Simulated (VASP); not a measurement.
Input of a VASP 6.6.1 run:

File POSCAR:

```
BaTe
1.0
    0.0666443649      3.5990311994      3.5990311994
    3.5990311994      0.0666443649      3.5990311994
    3.5990311994      3.5990311994      0.0666443649
Ba Te
1 1
Direct
    0.0000000000      0.0000000000      0.0000000000
    0.5000000000      0.5000000000      0.5000000000
```

Contents of INCAR.step1:

```
SYSTEM = BaTe
ALGO = Normal
EDIFF = 1E-5
ENCUT = 520
GGA = PE
ISIF = 2
ISMEAR = 0
LASPH = .True.
LREAL = .False.
LWAVE = .True.
NBANDS = 15
NELM = 100
PREC = Accurate
SIGMA = 0.01
```

INCAR.step2

```
SYSTEM = BaTe
ALGO = Normal
EDIFF = 1E-6
ENCUT = 520
GGA = PE
HFSCREEN = 0.2079
ISIF = 2
ISMEAR = 0
ISTART = 1
LASPH = .True.
LCHARG = .True.
LELF = .True.
LHFCALC = .True.
LREAL = .False.
LVHAR = .True.
LWAVE = .False.
NBANDS = 15
NELM = 100
PREC = Accurate
PRECFOCK = Normal
SIGMA = 0.01
```

KPOINTS

```
k-points
0
Gamma
  4 4 4
  0 0 0
```

Potentials or basis: VASP PAW PBE potentials, release 64 (Ba_sv, Te).

The run is started by

```sh
$ cat potpaw_PBE.64/Ba_sv/POTCAR potpaw_PBE.64/Te/POTCAR > POTCAR
$ cp INCAR.step1 INCAR
$ mpirun -np 1 vasp_std > vasp.out
$ cp INCAR.step2 INCAR
$ mpirun -np 1 vasp_std > vasp.out
```

Question: What does it give for the band gap on the k mesh?

Answer: 2.32 eV, indirect (least direct gap 2.74 eV).

Question: Predict the pressure.

Answer: -0.8 GPa.

Stress tensor (GPa, compression positive):
```
-0.82 -0.24 -0.24
-0.24 -0.82 -0.24
-0.24 -0.24 -0.82
```

Caveat: the cell differs from its parent crystal (strain along [111] +2.8%); the PAW data sets were made with another functional, which shifts forces and pressure a little; spin-orbit coupling is left out, which moves the levels of the heavy elements. A k mesh can miss the band edges.
